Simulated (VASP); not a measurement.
# Tl (Pm-3m) in VASP: further runs, part 2 of 2

VASP 6.6.1. The steps go on from the part before.

### Step 3. Single point, r2SCAN (33.50 Å³/atom)

This run uses another cell than the first one, of 33.50 Å³/atom.

POSCAR

```
Tl
1.0
    3.2237472014      0.0000000000      0.0000000000
    0.0000000000      3.2237472014      0.0000000000
    0.0000000000      0.0000000000      3.2237472014
Tl
1
Direct
    0.0000000000      0.0000000000      0.0000000000
```

INCAR.step1

```
  ALGO = Normal
  EDIFF = 1E-4
  ENCUT = 520
  GGA = PE
  ISMEAR = -1
  LASPH = T
  LCHARG = F
  LREAL = F
  LWAVE = T
  NBANDS = 12
  NELM = 80
  PREC = Accurate
  SIGMA = 0.1
```

INCAR.step2

```
  ALGO = Normal
  EDIFF = 1E-6
  ENCUT = 520
  ISIF = 2
  ISMEAR = -1
  ISTART = 1
  LASPH = T
  LCHARG = F
  LMIXTAU = T
  LREAL = F
  LWAVE = F
  METAGGA = R2SCAN
  NBANDS = 12
  NELM = 80
  PREC = Accurate
  SIGMA = 0.1
```

KPOINTS

```
k-points
0
Gamma
  11 11 11
```

Potentials or basis: VASP PAW PBE potentials, release 64 (Tl_d).

On the command line:

```
$ cat potpaw_PBE.64/Tl_d/POTCAR > POTCAR
$ cp INCAR.step1 INCAR
$ mpirun -np 1 vasp_std > vasp.out
$ cp INCAR.step2 INCAR
$ mpirun -np 1 vasp_std > vasp.out
```

OUTCAR:

```text
EDIFF = 1E-6
   ENCUT = 520
   ISIF = 2
   ISMEAR = -1
   ISTART = 1
   LASPH = T
   LREAL = F
   METAGGA = R2SCAN
   NELM = 80
   PREC = Accurate

 ion  position               nearest neighbor table
   1  0.000  0.000  0.000-

  LATTYP: Found a simple cubic cell.
 ALAT       =     3.2237472014

  Lattice vectors:

 A1 = (   3.2237472014,   0.0000000000,   0.0000000000)
 A2 = (   0.0000000000,   3.2237472014,   0.0000000000)
 A3 = (   0.0000000000,   0.0000000000,   3.2237472014)

Analysis of symmetry for initial positions (statically):
=====================================================================
 Subroutine PRICEL returns:
 Original cell was already a primitive cell.

 Routine SETGRP: Setting up the symmetry group for a
 simple cubic supercell.

 Subroutine GETGRP returns: Found 48 space group operations
 (whereof 48 operations were pure point group operations)
 out of a pool of 48 trial point group operations.

The static configuration has the point symmetry O_h .

Analysis of symmetry for dynamics (positions and initial velocities):
=====================================================================
 Subroutine PRICEL returns:
 Original cell was already a primitive cell.

 Routine SETGRP: Setting up the symmetry group for a
 simple cubic supercell.

 Subroutine GETGRP returns: Found 48 space group operations
 (whereof 48 operations were pure point group operations)
 out of a pool of 48 trial point group operations.

The dynamic configuration has the point symmetry O_h .

 Subroutine INISYM returns: Found 48 space group operations
 (whereof 48 operations are pure point group operations),
 and found     1 'primitive' translations

----------------------------------------------------------------------------------------

                                     Primitive cell

[... 107 lines left out ...]
     AMIX     =   0.40;   BMIX     =  1.00
     AMIX_MAG =   1.60;   BMIX_MAG =  1.00
  volume/ion in A,a.u.               =      33.50       226.09
  Fermi-wavevector in a.u.,A,eV,Ry     =   1.194066  2.256457 19.399097  1.425793
  Thomas-Fermi vector in A             =   2.330065
   LORBIT       =      0    0 simple, 1 ext, 2 COOP (PROOUT), +10 PAW based schemes
   METAGGA = R2SCAN    functional components
   LHFCALC =     F    Hartree Fock is set to
   AEXX    =    0.0000 exact exchange contribution
   IVDW    =     0    specifies the selected vdW correction
   LEPSILON=     F    determine dielectric tensor
   LRPA    =     F    only Hartree local field effects (RPA)
 non-spin polarized calculation
  energy-cutoff  :      520.00
  volume of cell :       33.50
 maximum number of plane-waves:       917
 NGX is ok and might be reduce to    24
   NGX = 11   NGY = 11   NGZ = 11

 number of electron      13.0000008 magnetization

 Free energy of the ion-electron system (eV)
  ---------------------------------------------------
  ext. energy  EPLUGINS =         0.00000000
  ---------------------------------------------------
  free energy    TOTEN  =       -53.06785122 eV

  energy without entropy =      -53.04922044  energy(sigma->0) =      -53.05853583

 E-fermi :   5.0534     XC(G=0):  -9.9195

 val. band max:        4.9637050233   @ k =   0.4545   0.4545   0.0909
 cond. band min:       5.0711884049   @ k =   0.3636   0.2727   0.0909
 fundamental gap:      0.1074833816
 Fermi energy:         5.0533838703

 k-point     1 :       0.0000    0.0000    0.0000
  band No.  band energies     occupation
      1      -7.6632      2.00000
      2      -7.6632      2.00000
      3      -6.7017      2.00000
      4      -6.7017      2.00000
      5      -6.7017      2.00000
      6      -4.7679      2.00000
      7      11.8604      0.00000
      8      11.8604      0.00000
      9      11.8604      0.00000
     10      14.9090      0.00000
     11      16.5568      0.00000
     12      16.5568      0.00000
[... 331 lines left out ...]
 k-point    24 :       0.2727    0.0909    0.0909
  band No.  band energies     occupation
      1      -7.5469      2.00000
      2      -7.2699      2.00000
      3      -6.8939      2.00000
      4      -6.8848      2.00000
      5      -6.7326      2.00000
      6      -3.3176      2.00000
      7       6.0724      0.00008
      8      11.6612      0.00000
      9      11.9124      0.00000
     10      17.7906      0.00000
     11      17.9720      0.00000
     12      20.3776      0.00000

 [... further k-points ...]
[... 5 lines left out ...]
  --------------------------------------------------------------------------------------
  -------------------------------------------------------------------------------------
  Total       -0.1726047     -0.1726047     -0.1726047      0.0000000     -0.0000000      0.0000000
  in kB       -8.2543002     -8.2543002     -8.2543002      0.0000000     -0.0000000      0.0000000
  external PRESSURE =      -8.2543002 kB  Pullay stress =       0.0000000 kB

 VOLUME and BASIS-vectors are now :
 -----------------------------------------------------------------------------
  energy-cutoff  :      520.00
  volume of cell :       33.50
      direct lattice vectors                 reciprocal lattice vectors
     3.223747201  0.000000000  0.000000000     0.310198020  0.000000000  0.000000000
     0.000000000  3.223747201  0.000000000     0.000000000  0.310198020  0.000000000
     0.000000000  0.000000000  3.223747201     0.000000000  0.000000000  0.310198020

 POSITION                                       TOTAL-FORCE (eV/Angst)
 -----------------------------------------------------------------------------------
      0.00000      0.00000      0.00000         0.000000      0.000000      0.000000
 -----------------------------------------------------------------------------------
    total drift:                                0.000000      0.000000      0.000000

  FREE ENERGIE OF THE ION-ELECTRON SYSTEM (eV)
  ---------------------------------------------------
  free  energy   TOTEN  =       -53.0678512152 eV

  energy  without entropy=      -53.0492204433  energy(sigma->0) =      -53.05853583
```

OUTCAR.step1:

```text
EDIFF = 1E-4
   ENCUT = 520
   GGA = PE
   ISMEAR = -1
   LASPH = T
   LREAL = F
[... 574 lines left out ...]

 POSITION                                       TOTAL-FORCE (eV/Angst)
 -----------------------------------------------------------------------------------
      0.00000      0.00000      0.00000         0.000000      0.000000      0.000000
 -----------------------------------------------------------------------------------
    total drift:                                0.000000      0.000000      0.000000

  FREE ENERGIE OF THE ION-ELECTRON SYSTEM (eV)
  ---------------------------------------------------
  free  energy   TOTEN  =        -2.1053352633 eV

  energy  without entropy=       -2.0861721410  energy(sigma->0) =       -2.09575370
```

OSZICAR.step1:

```text
N       E                     dE             d eps       ncg     rms          rms(c)
DAV:   1     0.510520105229E+02    0.51052E+02   -0.65539E+03  1384   0.917E+02
DAV:   2    -0.149474809339E+01   -0.52547E+02   -0.51527E+02  1512   0.209E+02
DAV:   3    -0.212133407800E+01   -0.62659E+00   -0.62457E+00  1600   0.208E+01
DAV:   4    -0.212476596717E+01   -0.34319E-02   -0.34316E-02  1504   0.176E+00
DAV:   5    -0.212481496757E+01   -0.49000E-04   -0.49001E-04  1600   0.207E-01    0.182E+00
DAV:   6    -0.210769939573E+01    0.17116E-01   -0.31071E-02  1480   0.161E+00    0.130E+00
DAV:   7    -0.210537273241E+01    0.23267E-02   -0.10923E-02  1528   0.954E-01    0.539E-01
DAV:   8    -0.210533526330E+01    0.37469E-04   -0.59909E-04  1524   0.206E-01
   1 F= -.21053353E+01 E0= -.20957537E+01  d E =-.191631E-01
```

It took 26 s on 1 thread of AMD EPYC 7R13, shared host; peak memory 0.15 GiB.

What came out:

```
Free energy            : -53.0679 eV
Pressure               : -0.8 GPa
Band gap on the k mesh : zero (an odd number of electrons rules out a gap without spin polarisation)
```

Caveat: the PAW data sets were made with another functional, which shifts forces and pressure a little; spin-orbit coupling is left out, which moves the levels of the heavy elements.

The gap in the log of VASP goes by the Fermi energy; the results here count the filled bands.